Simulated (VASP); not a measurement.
Write the native input for VASP 6.6.1 that does the following.

| Item | Value |
| --- | --- |
| Task | single point |
| Functional | PBEsol |
| Potentials or basis | VASP PAW PBE potentials, release 64 (Mg, O) |
| Cutoff | 520 eV |
| k mesh | 9 × 9 × 6 |
| Occupations | gaussian, width 0.05 eV |
| Spin | no spin polarisation |
| Dipole correction | no |
| Further INCAR settings | ALGO = Normal; EDIFF = 1e-06; NBANDS = 16 |

The structure of MgO lies in POSCAR:

```
MgO
1.0
    3.4863778627      0.0000000000      0.0000000000
   -1.7431889314      3.0192917963      0.0000000000
    0.0000000000      0.0000000000      4.4913943115
Mg O
2 2
Direct
    0.6666666667      0.3333333333      0.7500000000
    0.3333333333      0.6666666667      0.2500000000
    0.6666666667      0.3333333333      0.2500000000
    0.3333333333      0.6666666667      0.7500000000
```

This cell differs from its parent crystal: strain +0.0750 x Voigt [0, 0, 1, 0, 0, 0].

The input as run:

INCAR

```
PREC     = Accurate       # precision mode
ENCUT    = 520            # plane-wave cutoff, eV
EDIFF    = 1E-6           # SCF threshold, eV
ISMEAR   = 0              # smearing method
SIGMA    = 0.05           # smearing width, eV
LREAL    = False          # projectors in reciprocal space
LASPH    = True           # aspherical terms in the spheres
NELM     = 60             # most SCF steps
ALGO     = Normal         # electronic algorithm
ISIF     = 2              # what is computed and relaxed
LWAVE    = False          # write WAVECAR
LCHARG   = False          # write CHGCAR
GGA      = PS             # functional
NBANDS   = 16             # bands
```

KPOINTS

```
regular mesh
0
Gamma
  9 9 6
```

Potentials or basis: VASP PAW PBE potentials, release 64 (Mg, O).

Run with:

```sh
$ cat potpaw_PBE.64/Mg/POTCAR potpaw_PBE.64/O/POTCAR > POTCAR
$ mpirun -np 1 vasp_std > vasp.out
```

Results of the run:

- Pressure: -7.0 GPa
- Band gap on the k mesh: 2.86 eV, direct

Caveat: the cell differs from its parent crystal (strain +0.0750 x Voigt [0, 0, 1, 0, 0, 0]); the PAW data sets were made with another functional, which shifts forces and pressure a little.

Wall time 56 s on 1 thread of Intel Xeon 8259CL, on a shared host, peak memory 0.19 GiB.
